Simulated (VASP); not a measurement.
# Al (P6_3/mmc) in VASP: a series of runs

Al is run at these levels: LDA, r2SCAN; tasks: single point.

All numbers are computed with VASP 6.6.1; they aren't measurements. Logs are shortened: lines on timing, memory, paths and dates and some standing lists are left out, and cuts for length are marked.

**1. The cell of the first run**

It takes space group P6_3/mmc (No. 194, hexagonal). The conventional cell has a = 2.883 Å, b = 2.883 Å, c = 9.366 Å, α = 90.00°, β = 90.00°, γ = 120.00°. Al (site symmetry -6m2) has 12 Al at 2.87 to 2.88 Å within 3.8 Å. Al (site symmetry -3m) has 12 Al at 2.87 to 2.88 Å within 3.8 Å.

**2. Single point, LDA**

Input file INCAR:

```
PREC     = Accurate       # precision mode
ENCUT    = 520            # plane-wave cutoff, eV
EDIFF    = 1E-6           # SCF threshold, eV
ISMEAR   = -1             # smearing method
SIGMA    = 0.05           # smearing width, eV
LREAL    = F              # projectors in reciprocal space
LASPH    = T              # aspherical terms in the spheres
NELM     = 60             # most SCF steps
ALGO     = Fast           # electronic algorithm
ISIF     = 2              # what is computed and relaxed
LWAVE    = F              # write WAVECAR
LCHARG   = T              # write CHGCAR
LELF     = T              # ELF
LVHAR    = T            
NBANDS   = 14             # bands
```

Input file KPOINTS:

```
regular mesh
0
Gamma
  11 11 3
```

Input file POSCAR:

```
Al
1.0
    2.8825239838      0.0000000000      0.0000000000
   -1.4412619919      2.4963389970      0.0000000000
    0.0000000000      0.0000000000      9.3661563209
Al
4
Direct
    0.6666666667      0.3333333333      0.7500000000
    0.0000000000      0.0000000000      0.5000000000
    0.3333333333      0.6666666667      0.2500000000
    0.0000000000      0.0000000000      0.0000000000
```

Potentials or basis: VASP PAW LDA potentials, release 64 (Al).

The run is started by

```
cat potpaw_LDA.64/Al/POTCAR > POTCAR
mpirun -np 1 vasp_std > vasp.out
```

OUTCAR:

```text
PREC = Accurate
   ENCUT = 520
   EDIFF = 1E-6
   ISMEAR = -1
   LREAL = F
   LASPH = T
   NELM = 60
   ISIF = 2

 ion  position               nearest neighbor table
   1  0.667  0.333  0.750-   2 2.87   4 2.87   2 2.87   4 2.87   2 2.87   4 2.87
   2  0.000  0.000  0.500-   1 2.87   3 2.87   1 2.87   3 2.87   1 2.87   3 2.87
   3  0.333  0.667  0.250-   2 2.87   4 2.87   2 2.87   4 2.87   2 2.87   4 2.87
   4  0.000  0.000  0.000-   1 2.87   3 2.87   1 2.87   3 2.87   1 2.87   3 2.87

  LATTYP: Found a hexagonal cell.
 ALAT       =     2.8825239838
 C/A-ratio  =     3.2492899881

  Lattice vectors:

 A1 = (   2.8825239838,   0.0000000000,   0.0000000000)
 A2 = (  -1.4412619919,   2.4963389970,   0.0000000000)
 A3 = (   0.0000000000,   0.0000000000,   9.3661563209)

Analysis of symmetry for initial positions (statically):
=====================================================================
 Subroutine PRICEL returns:
 Original cell was already a primitive cell.

 Routine SETGRP: Setting up the symmetry group for a
 hexagonal supercell.

 Subroutine GETGRP returns: Found 24 space group operations
 (whereof 12 operations were pure point group operations)
 out of a pool of 24 trial point group operations.

The static configuration has the point symmetry D_3d.
 The point group associated with its full space group is D_6h.

Analysis of symmetry for dynamics (positions and initial velocities):
=====================================================================
 Subroutine PRICEL returns:
 Original cell was already a primitive cell.

 Routine SETGRP: Setting up the symmetry group for a
 hexagonal supercell.

 Subroutine GETGRP returns: Found 24 space group operations
 (whereof 12 operations were pure point group operations)
 out of a pool of 24 trial point group operations.

The dynamic configuration has the point symmetry D_3d.
 The point group associated with its full space group is D_6h.

 Subroutine INISYM returns: Found 24 space group operations
 (whereof 12 operations are pure point group operations),
 and found     1 'primitive' translations

----------------------------------------------------------------------------------------

                                     Primitive cell

  volume of cell :      67.3966

  direct lattice vectors                    reciprocal lattice vectors
     2.882523984  0.000000000  0.000000000     0.346918189  0.200293310  0.000000000
    -1.441261992  2.496338997  0.000000000     0.000000000  0.400586620  0.000000000
     0.000000000  0.000000000  9.366156321     0.000000000  0.000000000  0.106767383

  length of vectors
     2.882523984  2.882523984  9.366156321     0.400586620  0.400586620  0.106767383

  position of ions in fractional coordinates (direct lattice)
     0.666666667  0.333333333  0.750000000
     0.000000000  0.000000000  0.500000000
     0.333333333  0.666666667  0.250000000
     0.000000000  0.000000000  0.000000000

  ion indices of the primitive-cell ions
   primitive index   ion index
                 1           1
                 2           2
                 3           3
                 4           4

----------------------------------------------------------------------------------------

 KPOINTS: regular mesh

Automatic generation of k-mesh.
 Grid dimensions read from file:
 generate k-points for:   11   11    3

 Generating k-lattice:

  Cartesian coordinates                     Fractional coordinates (reciprocal lattice)
     0.031538017  0.018208483  0.000000000     0.090909091 -0.000000000  0.000000000
     0.000000000  0.036416965  0.000000000     0.000000000  0.090909091  0.000000000
     0.000000000  0.000000000  0.035589128     0.000000000  0.000000000  0.333333333

  Length of vectors
     0.036416965  0.036416965  0.035589128

  Shift w.r.t. Gamma in fractional coordinates (k-lattice)
     0.000000000  0.000000000  0.000000000

 Subroutine IBZKPT returns following result:
 ===========================================

 Found     32 irreducible k-points:

 Following reciprocal coordinates:
            Coordinates               Weight
  0.000000  0.000000  0.000000      1.000000
  0.090909  0.000000  0.000000      6.000000
  0.181818  0.000000  0.000000      6.000000
  0.272727 -0.000000  0.000000      6.000000
  0.363636  0.000000  0.000000      6.000000
  0.454545  0.000000  0.000000      6.000000
[... 16 lines left out ...]
  0.090909  0.090909  0.333333     12.000000
  0.181818  0.090909  0.333333     24.000000
 [... further k-points ...]
   k-points           NKPTS =     32   k-points in BZ     NKDIM =     32   number of bands    NBANDS=     14
   number of dos      NEDOS =    301   number of ions     NIONS =      4
   total plane-waves  NPLWV =  40320
   dimension x,y,z NGX =    24 NGY =   24 NGZ =   70
   dimension x,y,z NGXF=    48 NGYF=   48 NGZF=  140
   ions per type =               4
   NGX,Y,Z   is equivalent  to a cutoff of  13.84, 13.84, 12.42 a.u.
   NGXF,Y,Z  is equivalent  to a cutoff of  27.68, 27.68, 24.85 a.u.
 SYSTEM =  unknown system
   PREC   = accura    normal or accurate (medium, high low for compatibility)
   ISTART =      0    job   : 0-new  1-cont  2-samecut
   ICHARG =      2    charge: 1-file 2-atom 10-const
   ISPIN  =      1    spin polarized calculation?
   LNONCOLLINEAR =      F non collinear calculations
   LSORBIT =      F    spin-orbit coupling
   LASPH  =      T    aspherical Exc in radial PAW
   ENCUT  =  520.0 eV  38.22 Ry    6.18 a.u.   5.36  5.36 17.41*2*pi/ulx,y,z
   NELM   =     60;   NELMIN=  2; NELMDL= -5     # of ELM steps
   EDIFF  = 0.1E-05   stopping-criterion for ELM
   LREAL  =      F    real-space projection
   EDIFFG = 0.1E-04   stopping-criterion for IOM
   NSW    =      0    number of steps for IOM
   IBRION =     -1    ionic relax: 0-MD 1-quasi-New 2-CG
   NFREE  =      0    steps in history (QN), initial steepest desc. (CG)
   ISIF   =      2    stress and relaxation
   ISYM   =      2    0-nonsym 1-usesym 2-fastsym
   POTIM  = 0.5000    time-step for ionic-motion
   TEBEG  =    0.0;   TEEND  =   0.0 temperature during run
   PSTRESS=    0.0 pullay stress
   NELECT =      12.0000    total number of electrons
   NUPDOWN=      -1.0000    fix difference up-down
   EMIN   =  10.00;   EMAX   =-10.00  energy-range for DOS
   EFERMI =   0.00;   METHOD = LEGACY
   ISMEAR =    -1;   SIGMA  =   0.05  broadening in eV -4-tet -1-fermi 0-gaus
   EFERMI_NEDOS =   21; number of points for ismear=-14 and -15
   IALGO  =     68    algorithm
   IMIX   =      4    mixing-type and parameters
     AMIX     =   0.40;   BMIX     =  1.00
     AMIX_MAG =   1.60;   BMIX_MAG =  1.00
  volume/ion in A,a.u.               =      16.85       113.70
  Fermi-wavevector in a.u.,A,eV,Ry     =   0.920992  1.740423 11.540824  0.848227
  Thomas-Fermi vector in A             =   2.046359
   LORBIT       =      0    0 simple, 1 ext, 2 COOP (PROOUT), +10 PAW based schemes
   GGA     = CA    functional components
   LHFCALC =     F    Hartree Fock is set to
   AEXX    =    0.0000 exact exchange contribution
   IVDW    =     0    specifies the selected vdW correction
   LEPSILON=     F    determine dielectric tensor
   LRPA    =     F    only Hartree local field effects (RPA)
 non-spin polarized calculation
 RMM-DIIS sequential band-by-band and
  energy-cutoff  :      520.00
  volume of cell :       67.40
 maximum number of plane-waves:      1841
 NGX is ok and might be reduce to    24
   NGX = 11   NGY = 11   NGZ = 35

 number of electron      12.0000000 magnetization

 Free energy of the ion-electron system (eV)
  ---------------------------------------------------
  ext. energy  EPLUGINS =         0.00000000
  ---------------------------------------------------
  free energy    TOTEN  =       -16.70400500 eV

  energy without entropy =      -16.69304345  energy(sigma->0) =      -16.69852422

 E-fermi :   7.5685     XC(G=0): -10.2669

 val. band max:        7.5089850404   @ k =   0.2727   0.0909   0.0000
 cond. band min:       7.5751326072   @ k =   0.1818   0.1818   0.3333
 fundamental gap:      0.0661475668
 Fermi energy:         7.5684677915

 k-point     1 :       0.0000    0.0000    0.0000
  band No.  band energies     occupation
      1      -3.3821      2.00000
      2      -1.7094      2.00000
      3      -1.7068      2.00000
      4       3.1370      2.00000
      5       3.2706      2.00000
      6      11.0447      0.00000
      7      11.0580      0.00000
      8      17.8730      0.00000
      9      17.8730      0.00000
     10      18.1320      0.00000
     11      18.1320      0.00000
     12      19.2047      0.00000
     13      19.2132      0.00000
     14      19.4078      0.00000

 k-point     2 :       0.0909    0.0000    0.0000
  band No.  band energies     occupation
      1      -3.1864      2.00000
      2      -1.5159      2.00000
      3      -1.5134      2.00000
      4       3.3182      2.00000
      5       3.4624      2.00000
      6      11.1991      0.00000
      7      11.2211      0.00000
      8      15.1354      0.00000
      9      16.3391      0.00000
     10      16.5101      0.00000
     11      16.5945      0.00000
     12      17.7488      0.00000
     13      17.7652      0.00000
     14      17.9275      0.00000

 k-point     3 :       0.1818    0.0000    0.0000
  band No.  band energies     occupation
      1      -2.6009      2.00000
      2      -0.9371      2.00000
      3      -0.9349      2.00000
      4       3.8615      2.00000
      5       4.0325      2.00000
      6      11.3199      0.00000
      7      11.6397      0.00000
      8      12.2633      0.00000
      9      13.3027      0.00000
     10      13.4723      0.00000
     11      14.9999      0.00000
     12      16.4333      0.00000
     13      16.4347      0.00000
     14      16.5187      0.00000

 k-point     4 :       0.2727   -0.0000    0.0000
  band No.  band energies     occupation
      1      -1.6306      2.00000
      2       0.0223      2.00000
      3       0.0236      2.00000
      4       4.7637      2.00000
      5       4.9558      2.00000
      6       8.7219      0.00000
      7      10.2014      0.00000
      8      10.2955      0.00000
      9      12.6466      0.00000
     10      12.7330      0.00000
     11      13.9959      0.00000
     12      14.5820      0.00000
     13      14.7279      0.00000
     14      15.4346      0.00000

 k-point     5 :       0.3636    0.0000    0.0000
  band No.  band energies     occupation
      1      -0.2834      2.00000
      2       1.3522      2.00000
      3       1.3537      2.00000
      4       5.6640      2.00000
      5       5.9884      2.00000
      6       6.5331      2.00000
      7       7.5848      0.83775
      8       7.6453      0.35403
      9      12.0498      0.00000
     10      12.2208      0.00000
     11      13.3278      0.00000
[... 276 lines left out ...]
 k-point    22 :       0.4545    0.0000    0.3333
  band No.  band energies     occupation
      1       1.6080      2.00000
      2       2.1455      2.00000
      3       3.6594      2.00000
      4       4.0051      2.00000
      5       4.5199      2.00000
      6       5.7867      2.00000
      7       6.5439      2.00000
      8       7.9641      0.00073
      9      10.1314      0.00000
     10      11.9896      0.00000
     11      12.5727      0.00000
     12      13.1538      0.00000
     13      13.6330      0.00000
     14      14.0643      0.00000

 k-point    23 :       0.0909    0.0909    0.3333
  band No.  band energies     occupation
      1      -2.6096      2.00000
      2      -2.0524      2.00000
      3       0.1548      2.00000
      4       1.7879      2.00000
      5       6.0598      2.00000
      6       8.6563      0.00000
      7      13.6115      0.00000
      8      13.6802      0.00000
      9      14.1287      0.00000
     10      14.2328      0.00000
     11      14.9356      0.00000
     12      16.1769      0.00000
     13      16.2050      0.00000
     14      17.5596      0.00000

 k-point    24 :       0.1818    0.0909    0.3333
  band No.  band energies     occupation
      1      -1.8327      2.00000
      2      -1.2785      2.00000
      3       0.9163      2.00000
      4       2.5391      2.00000
      5       6.7674      2.00000
      6       9.2554      0.00000
      7      10.6259      0.00000
      8      11.1050      0.00000
      9      12.4793      0.00000
     10      12.7709      0.00000
     11      13.3180      0.00000
     12      14.4708      0.00000
     13      14.9844      0.00000
     14      15.7312      0.00000

 [... further k-points ...]
[... 5 lines left out ...]
  --------------------------------------------------------------------------------------
  -------------------------------------------------------------------------------------
  Total       -1.9479852     -1.9479852     -1.3730796      0.0000000      0.0000000     -0.0000000
  in kB      -46.3082478    -46.3082478    -32.6413727      0.0000000      0.0000000     -0.0000000
  external PRESSURE =     -41.7526228 kB  Pullay stress =       0.0000000 kB

 VOLUME and BASIS-vectors are now :
 -----------------------------------------------------------------------------
  energy-cutoff  :      520.00
  volume of cell :       67.40
      direct lattice vectors                 reciprocal lattice vectors
     2.882523984  0.000000000  0.000000000     0.346918189  0.200293310  0.000000000
    -1.441261992  2.496338997  0.000000000     0.000000000  0.400586620  0.000000000
     0.000000000  0.000000000  9.366156321     0.000000000  0.000000000  0.106767383

 POSITION                                       TOTAL-FORCE (eV/Angst)
 -----------------------------------------------------------------------------------
      1.44126      0.83211      7.02462        -0.000000      0.000000      0.000000
      0.00000      0.00000      4.68308         0.000000      0.000000     -0.000000
     -0.00000      1.66423      2.34154        -0.000000      0.000000     -0.000000
      0.00000      0.00000      0.00000         0.000000      0.000000     -0.000000
 -----------------------------------------------------------------------------------
    total drift:                               -0.000000      0.000000      0.000000

  FREE ENERGIE OF THE ION-ELECTRON SYSTEM (eV)
  ---------------------------------------------------
  free  energy   TOTEN  =       -16.7040049958 eV

  energy  without entropy=      -16.6930434536  energy(sigma->0) =      -16.69852422
```

Wall time 27 s (1 thread of Intel Xeon 6975P-C, shared host); peak memory 0.16 GiB.

Results:

| Item | Value |
| --- | --- |
| Free energy | -16.7040 eV |
| Pressure | -4.2 GPa |
| Band gap on the k mesh | zero (band 6 reaches 11.46 eV, above the bottom of band 7 at 5.72 eV) |

[end of part 1 of 2]
